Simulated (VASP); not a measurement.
Si: single point with PBE

The system is Si.

```
Si
1.0
    -2.21547    2.33473    1.27500
     2.21547   -2.33473    1.27500
     2.28653    2.40226   -1.27500
Si
2
Direct
  0.80700 0.55700 0.25000
  0.19300 0.44300 0.75000
```

This cell differs from its parent crystal: xy shear strain of +3 %.

| Property | Result |
| --- | --- |
| Program | VASP 6.6.1 |
| Task | single point |
| Functional | PBE |
| Potentials or basis | VASP PAW PBE potentials, release 64 (Si) |
| Cutoff | 520 eV |
| k mesh | 16 × 16 × 16 |
| Occupations | fermi-dirac, width 0.05 eV |
| Spin | no spin polarisation |

* Pressure: 15.7 GPa
* Largest force: 0.004 eV/Å
* Band gap on the k mesh: zero (band 4 reaches 13.73 eV, above the bottom of band 5 at 6.24 eV)

Forces on the atoms (eV/Å):
```
Si   0.000  0.000  0.004
Si   0.000  0.000 -0.004
```

Stress tensor (GPa, compression positive):
```
14.56 -2.26  0.00
-2.26 17.72  0.00
 0.00  0.00 14.67
```

Levels at points of the mesh, in eV from the Fermi level:
```tsv
k point	band 1	band 2	band 3	band 4	band 5	band 6	band 7	band 8
(0.00, 0.00, 0.00)	-14.80	-3.14	-2.28	-1.70	1.16	7.79	9.17	10.04
(0.50, 0.00, 0.00)	-7.93	-7.62	-1.84	-1.31	-1.29	0.08	4.89	5.23
(0.00, 0.50, 0.00)	-7.87	-7.30	-2.86	-2.15	-1.41	1.10	5.23	6.26
(0.50, 0.50, 0.00)	-11.35	-11.35	-0.09	-0.09	2.67	2.67	8.65	8.65
(0.00, 0.00, 0.50)	-11.55	-11.55	0.41	0.41	3.25	3.25	8.81	8.81
(0.50, 0.50, 0.50)	-9.20	-8.16	-7.68	-7.39	5.78	6.53	14.16	14.85
```

It took 7.5 min on 1 thread of AMD EPYC 7R13, with other jobs on the host, peak memory 0.33 GiB.

Caveat: the cell differs from its parent crystal (xy shear strain of +3 %).
